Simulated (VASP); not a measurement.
Crystal: PtS2.

```
Pt S
1.0
     3.54320    0.00000    0.00000
    -1.77160    3.06850    0.00000
     0.00000    0.00000    5.03880
Pt S
1 2
Direct
  0.00000 0.00000 0.00000
  0.33333 0.66667 0.25000
  0.66667 0.33333 0.75000
```

- Program: VASP 6.6.1
- Task: relaxation of cell and atoms
- Functional: PBE
- Potentials or basis: VASP PAW PBE potentials, release 64 (Pt, S)
- Cutoff: 600 eV
- k mesh: 12 × 12 × 8
- Occupations: gaussian, width 0.02 eV
- Spin: no spin polarisation

At the start: pressure 2.0 GPa; volume 18.26 Å³/atom.

**Question.** Where does the relaxation end?

**Answer.** Over 32 steps the energy falls by 32.1 meV/atom and the volume is 23.27 Å³/atom (+27.4 %); space group P-3m1 (No. 164, to 0.1 Å) before and after.

The path:
```
step  energy change (eV)  largest force (eV/Å)  pressure (GPa)  volume (Å³)
   1              0.0000                0.3678            1.98        54.78
   2             -0.0199                0.4869           -1.64        56.59
   3             -0.0200                0.4787           -1.39        56.45
   4             -0.0354                0.1605           -0.05        56.52
   5             -0.0365                0.0495            0.42        56.54
   6             -0.0405                0.0452            0.37        56.86
   7             -0.0515                0.0280            0.27        57.82
   8             -0.0684                0.0197            0.25        59.74
   9             -0.0855                0.1726            0.84        63.53
  10             -0.0823                0.2682           -2.13        65.68
  11             -0.0887                0.0133           -0.44        64.41
  12             -0.0911                0.0823           -0.27        64.68
  13             -0.0911                0.0908           -0.24        64.71
  14             -0.0906                0.0520            0.83        64.34
  15             -0.0914                0.0356            0.17        64.57
  16             -0.0918                0.0211            0.14        64.71
  17             -0.0920                0.0079            0.07        64.99
  18             -0.0924                0.0115           -0.06        65.22
  19             -0.0927                0.0683           -0.49        65.90
  20             -0.0928                0.0681           -0.49        65.93
  21             -0.0930                0.0675           -0.46        66.00
  22             -0.0934                0.0659           -0.42        66.16
  23             -0.0940                0.0625           -0.34        66.46
  24             -0.0949                0.0541           -0.16        67.07
  25             -0.0953                0.0301            0.23        68.28
  26             -0.0953                0.0370            0.11        67.89
  27             -0.0955                0.0372            0.07        68.09
  28             -0.0959                0.0361           -0.04        68.72
  29             -0.0961                0.0304           -0.22        69.98
  30             -0.0961                0.0314           -0.18        69.68
  31             -0.0961                0.0332            0.20        69.95
  32             -0.0962                0.0016            0.02        69.82
```

Final structure:
```yaml
crystal:
  lattice:
    - [3.57291, 0.00000, 0.00000]
    - [-1.78645, 3.09423, 0.00000]
    - [0.00000, 0.00000, 6.31537]
  atoms:
    - { symbol: Pt, position: [0.00000, 0.00000, 0.00000] }
    - { symbol: S, position: [0.33333, 0.66667, 0.19417] }
    - { symbol: S, position: [0.66667, 0.33333, 0.80583] }
```

Caveat: the volume moved by over 15 % at a fixed basis, so the end points are rough; this functional lacks dispersion, which binds layers or chains, so the pressure and a relaxed spacing across them are unreliable.
